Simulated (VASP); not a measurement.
# Al15Pt8 (a cell with a defect): single point with PBE

The system is Al15Pt8 (a cell with a defect).

```
Pt Al
1.0
     0.00000    5.95524    5.95524
     5.95524    0.00000    5.95524
     5.95524    5.95524    0.00000
Pt Al
8 15
Direct
  0.00077 0.00380 0.99574
  0.00053 0.99699 0.49632
  0.98693 0.50894 0.00828
  0.00077 0.49641 0.50313
  0.50275 0.02116 0.97442
  0.50724 0.99699 0.49632
  0.49694 0.50895 0.00828
  0.50275 0.47508 0.52050
  0.12410 0.12900 0.12123
  0.37210 0.37338 0.37611
  0.12880 0.12208 0.62141
  0.35967 0.39120 0.89054
  0.12084 0.63004 0.12937
  0.12410 0.62190 0.62833
  0.37210 0.87678 0.87270
  0.62675 0.12900 0.12123
  0.87950 0.37338 0.37611
  0.63849 0.11238 0.61172
  0.87142 0.37945 0.87878
  0.59115 0.65972 0.15905
  0.88291 0.86797 0.36730
  0.62676 0.62189 0.62834
  0.87950 0.87678 0.87271
```

```json
{
  "Program": "VASP 6.6.1",
  "Task": "single point",
  "Functional": "PBE",
  "Potentials or basis": "VASP PAW PBE potentials, release 64 (Pt, Al)",
  "Cutoff": "520 eV",
  "k mesh": "2 × 2 × 2",
  "Occupations": "methfessel-paxton, width 0.15 eV",
  "Spin": "no spin polarisation",
  "Dipole correction": "no",
  "Further INCAR settings": "LREAL = Auto; ALGO = Normal; EDIFF = 1e-06; NBANDS = 80"
}
```

```json
{"Pressure": "-1.2 GPa", "Largest force": "0.734 eV/Å", "Band gap on the k mesh": "zero (an odd number of electrons rules out a gap without spin polarisation)"}
```

Forces in eV/Å, atoms in the order of the input:
```
Pt   0.038  0.003 -0.003
Pt   0.057 -0.020 -0.020
Pt   0.023  0.008  0.006
Pt   0.038 -0.005  0.005
Pt   0.012  0.047 -0.047
Pt   0.057  0.020  0.020
Pt   0.023 -0.006 -0.008
Pt   0.011 -0.046  0.046
Al   0.023  0.000 -0.005
Al   0.051 -0.018  0.000
Al   0.049 -0.001  0.001
Al  -0.040  0.002 -0.002
Al   0.033  0.000  0.000
Al   0.023 -0.006  0.001
Al   0.052  0.000 -0.019
Al   0.023  0.005  0.000
Al   0.051  0.000  0.018
Al   0.108  0.000  0.000
Al   0.015 -0.001  0.001
Al  -0.734  0.000  0.000
Al   0.011  0.000  0.000
Al   0.023 -0.001  0.006
Al   0.052  0.019  0.000
```

Stress tensor (GPa, compression positive):
```
-1.05  0.00  0.00
 0.00 -1.25 -0.53
 0.00 -0.53 -1.25
```

Levels at points of the mesh, in eV from the Fermi level:
```csv
k point,band 58,band 59,band 60,band 61,band 62,band 63,band 64,band 65,band 66,band 67
"(0.00, 0.00, 0.00)",-1.28,-0.94,-0.84,-0.84,1.22,1.23,1.26,1.40,1.43,1.86
"(0.50, 0.00, 0.00)",-0.59,-0.58,-0.49,-0.27,-0.10,-0.04,-0.03,0.04,0.38,0.66
"(0.00, 0.50, 0.00)",-0.65,-0.60,-0.57,-0.28,-0.05,-0.01,0.03,0.07,0.29,0.61
"(0.00, 0.00, 0.50)",-0.65,-0.60,-0.57,-0.28,-0.05,-0.01,0.03,0.07,0.29,0.61
"(0.50, 0.50, 0.00)",-1.02,-0.80,-0.60,-0.53,-0.46,0.47,0.58,0.77,0.78,0.94
"(0.00, 0.50, 0.50)",-1.00,-0.91,-0.57,-0.52,-0.51,0.47,0.66,0.76,0.79,0.94
```

Wall time 2.8 min on 1 thread of Intel(R) Xeon(R) 6975P-C (Granite Rapids), with other jobs on the host, peak memory 0.59 GiB.

Caveat: the k points lie up to 0.46 Å⁻¹ apart, too coarse for converged energies and pressures of a metal; spin-orbit coupling is left out, which moves the levels of the heavy elements.
